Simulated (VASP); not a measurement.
# TiTe (rocksalt type) (Fm-3m) in VASP: a series of runs, part 2 of 2

VASP 6.6.1. Earlier steps stand in the parts before.

### 3 Single point, LDA (volume scaled by 0.45)

Input file INCAR:

```
ALGO = Normal
EDIFF = 1E-6
ENCUT = 520
GGA = CA
ISIF = 2
ISMEAR = -1
LASPH = True
LCHARG = False
LREAL = False
LWAVE = False
NBANDS = 16
NELM = 60
PREC = Accurate
SIGMA = 0.05
```

Input file KPOINTS:

```
k-points
0
Gamma
  12 12 12
```

Input file POSCAR:

```
TiTe
1.0
    0.0000000000      2.1119045802      2.1119045802
    2.1119045802      0.0000000000      2.1119045802
    2.1119045802      2.1119045802      0.0000000000
Ti Te
1 1
Direct
    0.0000000000      0.0000000000      0.0000000000
    0.5000000000      0.5000000000      0.5000000000
```

Potentials or basis: VASP PAW LDA potentials, release 64 (Ti_sv, Te).

On the command line:

```bash
cat potpaw_LDA.64/Ti_sv/POTCAR potpaw_LDA.64/Te/POTCAR > POTCAR
mpirun -np 1 vasp_std > vasp.out
```

OUTCAR:

```text
EDIFF = 1E-6
   ENCUT = 520
   GGA = CA
   ISIF = 2
   ISMEAR = -1
   LASPH = True
   LREAL = False
   NELM = 60
   PREC = Accurate

 ion  position               nearest neighbor table
   1  0.000  0.000  0.000-   2 2.11   2 2.11   2 2.11   2 2.11   2 2.11   2 2.11
   2  0.500  0.500  0.500-   1 2.11   1 2.11   1 2.11   1 2.11   1 2.11   1 2.11

  LATTYP: Found a face centered cubic cell.
 ALAT       =     4.2238091604

  Lattice vectors:

 A1 = (   0.0000000000,   2.1119045802,   2.1119045802)
 A2 = (   2.1119045802,   0.0000000000,   2.1119045802)
 A3 = (   2.1119045802,   2.1119045802,   0.0000000000)

Analysis of symmetry for initial positions (statically):
[... 33 lines left out ...]
                                     Primitive cell

  volume of cell :      18.8388

  direct lattice vectors                    reciprocal lattice vectors
     0.000000000  2.111904580  2.111904580    -0.236753121  0.236753121  0.236753121
     2.111904580  0.000000000  2.111904580     0.236753121 -0.236753121  0.236753121
     2.111904580  2.111904580  0.000000000     0.236753121  0.236753121 -0.236753121

  length of vectors
     2.986684100  2.986684100  2.986684100     0.410068434  0.410068434  0.410068434

  position of ions in fractional coordinates (direct lattice)
     0.000000000  0.000000000  0.000000000
     0.500000000  0.500000000  0.500000000

  ion indices of the primitive-cell ions
   primitive index   ion index
                 1           1
                 2           2

----------------------------------------------------------------------------------------

 KPOINTS: k-points

Automatic generation of k-mesh.
 Grid dimensions read from file:
 generate k-points for:   12   12   12

 Generating k-lattice:

  Cartesian coordinates                     Fractional coordinates (reciprocal lattice)
    -0.019729427  0.019729427  0.019729427     0.083333333  0.000000000  0.000000000
     0.019729427 -0.019729427  0.019729427     0.000000000  0.083333333  0.000000000
     0.019729427  0.019729427 -0.019729427     0.000000000  0.000000000  0.083333333
[... 69 lines left out ...]
   NUPDOWN=      -1.0000    fix difference up-down
   EMIN   =  10.00;   EMAX   =-10.00  energy-range for DOS
   EFERMI =   0.00;   METHOD = LEGACY
   ISMEAR =    -1;   SIGMA  =   0.05  broadening in eV -4-tet -1-fermi 0-gaus
   EFERMI_NEDOS =   21; number of points for ismear=-14 and -15
   IALGO  =     38    algorithm
   IMIX   =      4    mixing-type and parameters
     AMIX     =   0.40;   BMIX     =  1.00
     AMIX_MAG =   1.60;   BMIX_MAG =  1.00
  volume/ion in A,a.u.               =       9.42        63.57
  Fermi-wavevector in a.u.,A,eV,Ry     =   1.612432  3.047054 35.374284  2.599937
  Thomas-Fermi vector in A             =   2.707663
   LORBIT       =      0    0 simple, 1 ext, 2 COOP (PROOUT), +10 PAW based schemes
   GGA     = CA    functional components
   LHFCALC =     F    Hartree Fock is set to
   AEXX    =    0.0000 exact exchange contribution
   IVDW    =     0    specifies the selected vdW correction
   LEPSILON=     F    determine dielectric tensor
   LRPA    =     F    only Hartree local field effects (RPA)
 non-spin polarized calculation
  energy-cutoff  :      520.00
  volume of cell :       18.84
 maximum number of plane-waves:       532
 NGX is ok and might be reduce to    24
   NGX = 11   NGY = 11   NGZ = 11

 number of electron      18.0000000 magnetization

 Free energy of the ion-electron system (eV)
  ---------------------------------------------------
  ext. energy  EPLUGINS =         0.00000000
  ---------------------------------------------------
  free energy    TOTEN  =         1.43422109 eV

  energy without entropy =        1.44328484  energy(sigma->0) =        1.43875296

 E-fermi :  24.3735     XC(G=0): -15.2950

 val. band max:       24.3335903594   @ k =  -0.3333   0.5000   0.1667
 cond. band min:      24.4497244026   @ k =  -0.1667   0.1667   0.0000
 fundamental gap:      0.1161340432
 Fermi energy:        24.3734925199

 k-point     1 :       0.0000    0.0000    0.0000
  band No.  band energies     occupation
      1     -31.6193      2.00000
      2      -8.4265      2.00000
      3      -8.4265      2.00000
      4      -8.4265      2.00000
      5       5.2588      2.00000
      6      21.7114      2.00000
[... 433 lines left out ...]
      3      -8.5579      2.00000
      4      -8.2922      2.00000
      5      11.5558      2.00000
      6      13.4128      2.00000
[... 8 lines left out ...]
     15      37.2940      0.00000
     16      37.9817      0.00000

 [... further k-points ...]
[... 5 lines left out ...]
  --------------------------------------------------------------------------------------
  -------------------------------------------------------------------------------------
  Total       47.0612882     47.0612882     47.0612882      0.0000000      0.0000000      0.0000000
  in kB     4002.4095101   4002.4095101   4002.4095101      0.0000000      0.0000000      0.0000000
  external PRESSURE =    4002.4095101 kB  Pullay stress =       0.0000000 kB

 VOLUME and BASIS-vectors are now :
 -----------------------------------------------------------------------------
  energy-cutoff  :      520.00
  volume of cell :       18.84
      direct lattice vectors                 reciprocal lattice vectors
     0.000000000  2.111904580  2.111904580    -0.236753121  0.236753121  0.236753121
     2.111904580  0.000000000  2.111904580     0.236753121 -0.236753121  0.236753121
     2.111904580  2.111904580  0.000000000     0.236753121  0.236753121 -0.236753121

 POSITION                                       TOTAL-FORCE (eV/Angst)
 -----------------------------------------------------------------------------------
      0.00000      0.00000      0.00000        -0.000000      0.000000     -0.000000
      2.11190      2.11190      2.11190         0.000000     -0.000000      0.000000
 -----------------------------------------------------------------------------------
    total drift:                                0.000000     -0.000000     -0.000000

  FREE ENERGIE OF THE ION-ELECTRON SYSTEM (eV)
  ---------------------------------------------------
  free  energy   TOTEN  =         1.4342210871 eV

  energy  without entropy=        1.4432848396  energy(sigma->0) =        1.43875296
```

Run time: 15 s. Hardware: 1 thread of Intel Xeon Platinum 8488C (Sapphire Rapids), shared host; peak memory 0.14 GiB.

What came out:

```yaml
Free_energy: 1.4342 eV
Pressure: 400.2 GPa
Band_gap_on_the_k_mesh: zero (band 9 reaches 25.40 eV, above the bottom of band 10 at 22.86 eV)
```

Caveat: spin-orbit coupling is left out, which moves the levels of the heavy elements.

### 4 Single point, LDA (volume scaled by 0.52)

Input file INCAR:

```
  ALGO = Normal
  EDIFF = 1E-6
  ENCUT = 520
  ISIF = 2
  ISMEAR = -1
  LASPH = T
  LCHARG = T
  LELF = T
  LREAL = F
  LVHAR = T
  LWAVE = F
  NBANDS = 16
  NELM = 100
  PREC = Accurate
  SIGMA = 0.05
```

KPOINTS is that of step 3.

Input file POSCAR:

```
TiTe
1.0
    0.0000000000      2.2161776396      2.2161776396
    2.2161776396      0.0000000000      2.2161776396
    2.2161776396      2.2161776396      0.0000000000
Ti Te
1 1
Direct
    0.0000000000      0.0000000000      0.0000000000
    0.5000000000      0.5000000000      0.5000000000
```

On the command line:

```bash
cat potpaw_LDA.64/Ti_sv/POTCAR potpaw_LDA.64/Te/POTCAR > POTCAR
mpirun -np 1 vasp_std > vasp.out
```

Wall time 18 s (1 thread of Intel Xeon Platinum 8488C (Sapphire Rapids), shared host); peak memory 0.14 GiB.

The run converged. Its results:

```
Free energy            : -4.3567 eV
Pressure               : 246.3 GPa
Band gap on the k mesh : zero (band 9 reaches 21.81 eV, above the bottom of band 10 at 19.74 eV)
```

Levels at points of the mesh, in eV from the Fermi level:
```tsv
k point	band 5	band 6	band 7	band 8	band 9	band 10	band 11	band 12	band 13	band 14
(0.00, 0.00, 0.00)	-18.28	-2.24	-2.24	-2.24	-0.58	-0.58	1.91	1.91	1.91	5.12
(0.50, 0.00, 0.00)	-12.82	-11.02	-6.11	-6.11	0.53	0.53	2.15	4.27	8.06	8.06
(0.50, 0.50, 0.00)	-14.58	-8.07	-5.40	-2.56	-2.56	0.78	1.89	1.89	4.18	9.27
```

Caveat: spin-orbit coupling is left out, which moves the levels of the heavy elements.

### 5 Single point, LDA (volume scaled by 0.52)

Input file INCAR:

```
PREC     = Accurate       # precision mode
ENCUT    = 520            # plane-wave cutoff, eV
EDIFF    = 1E-6           # SCF threshold, eV
ISMEAR   = -1             # smearing method
SIGMA    = 0.05           # smearing width, eV
LREAL    = F              # projectors in reciprocal space
LASPH    = T              # aspherical terms in the spheres
NELM     = 100            # most SCF steps
ALGO     = Normal         # electronic algorithm
ISIF     = 2              # what is computed and relaxed
LWAVE    = F              # write WAVECAR
LCHARG   = F              # write CHGCAR
GGA      = CA             # functional
NBANDS   = 16             # bands
```

Input file KPOINTS:

```
regular mesh
0
Gamma
  12 12 12
```

POSCAR is that of step 4.

On the command line:

```bash
cat potpaw_LDA.64/Ti_sv/POTCAR potpaw_LDA.64/Te/POTCAR > POTCAR
mpirun -np 1 vasp_std > vasp.out
```

It took 18 s on 1 thread of Intel Xeon Platinum 8488C (Sapphire Rapids), shared host; peak memory 0.15 GiB.

Results (log left out):

```yaml
Free_energy: -4.3567 eV
Pressure: 246.3 GPa
Band_gap_on_the_k_mesh: zero (band 9 reaches 21.81 eV, above the bottom of band 10 at 19.74 eV)
```

Levels at points of the mesh, in eV from the Fermi level:
| k point | band 6 | band 7 | band 8 | band 9 | band 10 | band 11 | band 12 | band 13 |
| --- | --- | --- | --- | --- | --- | --- | --- | --- |
| (0.00, 0.00, 0.00) | -2.24 | -2.24 | -2.24 | -0.58 | -0.58 | 1.91 | 1.91 | 1.91 |
| (0.50, 0.00, 0.00) | -11.02 | -6.11 | -6.11 | 0.53 | 0.53 | 2.15 | 4.27 | 8.06 |
| (0.50, 0.50, 0.00) | -8.07 | -5.40 | -2.56 | -2.56 | 0.78 | 1.89 | 1.89 | 4.18 |

Caveat: spin-orbit coupling is left out, which moves the levels of the heavy elements.
